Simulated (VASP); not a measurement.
Here is a VASP 6.6.1 calculation.

File POSCAR:

```
Te3H
1.0
    3.2317081100      5.6011938500      0.0026696900
   -3.2435457400      5.6080281600     -0.0085671800
    0.0102911300     -0.0031187600      5.9360991800
H Te
2 6
Direct
    0.9708300000      0.0132050000      0.9799760000
    0.0253180000      0.0011480000      0.5208330000
    0.3101780000      0.6820010000      0.2495590000
    0.3449600000      0.9930430000      0.7657190000
    0.0039730000      0.3183500000      0.2434740000
    0.6791370000      0.3057320000      0.7431070000
    0.6920690000      0.9828650000      0.2561120000
    0.9997330000      0.6773240000      0.7374330000
```

Contents of INCAR.step1:

```
  PREC = Accurate
  ENCUT = 520
  ISMEAR = -1
  SIGMA = 0.0893
  LREAL = F
  LASPH = T
  NELM = 100
  ISYM = 0
  NBANDS = 29
  GGA = PE
  ALGO = Normal
  EDIFF = 1E-4
  LWAVE = T
  LCHARG = F
```

INCAR.step2

```
  PREC = Accurate
  ENCUT = 520
  EDIFF = 1E-7
  ISMEAR = -1
  SIGMA = 0.0893
  LREAL = F
  LASPH = T
  NELM = 100
  ALGO = Normal
  ISIF = 2
  LWAVE = F
  LCHARG = F
  METAGGA = R2SCAN
  LMIXTAU = T
  ISYM = 0
  NBANDS = 29
  ISTART = 1
```

Contents of KPOINTS:

```
Automatic mesh
0
Gamma
  3 3 3
  0.5 0.5 0.5
```

Potentials or basis: VASP PAW PBE potentials, release 64 (H, Te).

The run is started by

```console
$ cat potpaw_PBE.64/H/POTCAR potpaw_PBE.64/Te/POTCAR > POTCAR
$ cp INCAR.step1 INCAR
$ mpirun -np 1 vasp_std > vasp.out
$ cp INCAR.step2 INCAR
$ mpirun -np 1 vasp_std > vasp.out
```

(1) What does it give for the largest force?

(2) Predict the band gap on the k mesh.

Answers

(1) 0.762 eV/Å.

(2) zero (bands 19 and 20 overlap by 0.71 eV).

Caveat: the k points lie up to 0.37 Å⁻¹ apart, too coarse for converged energies and pressures of a metal; the PAW data sets were made with another functional, which shifts forces and pressure a little; spin-orbit coupling is left out, which moves the levels of the heavy elements.
